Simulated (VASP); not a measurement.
A run of VASP 6.6.1 is set up as follows.

The input INCAR:

```
PREC = Accurate ; ENCUT = 520
EDIFF = 1E-7 ; ISMEAR = 0
SIGMA = 0.1 ; LREAL = F
LASPH = T ; NELM = 80
ALGO = Normal ; ISIF = 2
LWAVE = F ; LCHARG = T
GGA = CA ; LELF = T
LVHAR = T ; NBANDS = 18
```

File KPOINTS:

```
Automatic mesh
0
Gamma
  12 12 6
```

File POSCAR:

```
Y
1.0
    3.5482272144      0.0000000028      0.0000000000
   -1.7741136096      3.0728549047      0.0000000000
    0.0000000000      0.0000000000      5.4939794183
Y
2
Direct
    0.3333333333      0.6666666667      0.2500000000
    0.6666666667      0.3333333333      0.7500000000
```

Potentials or basis: VASP PAW LDA potentials, release 64 (Y_sv).

Command:

```bash
$ cat potpaw_LDA.64/Y_sv/POTCAR > POTCAR
$ mpirun -np 1 vasp_std > vasp.out
```

(1) Predict the band gap on the k mesh.

(2) Predict the pressure.

Answers

(1) zero (bands 11 and 12 overlap by 1.79 eV).

(2) -0.1 GPa.
